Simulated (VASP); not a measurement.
Set up this calculation in VASP 6.6.1, as the native input.

* Task: relaxation of cell and atoms
* Functional: PBEsol
* Potentials or basis: VASP PAW PBE potentials, release 64 (V_sv)
* Cutoff: 600 eV
* k mesh: 8 × 8 × 8
* Occupations: gaussian, width 0.1 eV
* Spin: no spin polarisation
* Dipole correction: no
* Further INCAR settings: ALGO = Fast; EDIFF = 1e-07; IBRION = 2; EDIFFG = -0.01; NSW = 100; ISIF = 3

The structure of V lies in POSCAR:

```
V
1.0
    4.7357238486      0.0000000000      0.0000000000
    0.0000000000      4.7357238486      0.0000000000
    0.0000000000      0.0000000000      4.7357238486
V
8
Direct
    0.5000000000      0.5000000000      0.5000000000
    0.0000000000      0.0000000000      0.0000000000
    0.2500000000      0.0000000000      0.5000000000
    0.5000000000      0.2500000000      0.0000000000
    0.5000000000      0.7500000000      0.0000000000
    0.7500000000      0.0000000000      0.5000000000
    0.0000000000      0.5000000000      0.7500000000
    0.0000000000      0.5000000000      0.2500000000
```

These files were run (other wordings do the same):

INCAR

```
SYSTEM = V
ALGO = Fast
EDIFF = 1E-7
EDIFFG = -0.01
ENCUT = 600
GGA = PS
IBRION = 2
ISIF = 3
ISMEAR = 0
LASPH = .True.
LCHARG = .False.
LREAL = .False.
LWAVE = .False.
NELM = 100
NSW = 100
PREC = Accurate
SIGMA = 0.1
```

KPOINTS

```
k-points
0
Gamma
  8 8 8
  0 0 0
```

Potentials or basis: VASP PAW PBE potentials, release 64 (V_sv).

Run with:

```sh
$ cat potpaw_PBE.64/V_sv/POTCAR > POTCAR
$ mpirun -np 1 vasp_std > vasp.out
```

Results of the run:

```
Relaxed volume                        : 13.23 Å³/atom
Relaxed cell                          : a = 4.730 Å, b = 4.730 Å, c = 4.730 Å, α = 90.00°, β = 90.00°, γ = 90.00°
Space group after relaxing (to 0.1 Å) : Pm-3n (No. 223)
Energy gained by relaxing             : 0.1 meV/atom
Ionic steps                           : 3
Pressure after relaxing               : 0.0 GPa
Band gap on the k mesh                : zero (bands 52 and 53 overlap by 0.12 eV)
```

Caveat: the PAW data sets were made with another functional, which shifts forces and pressure a little.

Wall time 7.8 min on 1 thread of AMD EPYC 9R45 96-Core Processor (Zen 5) (shared host), peak memory 0.32 GiB.
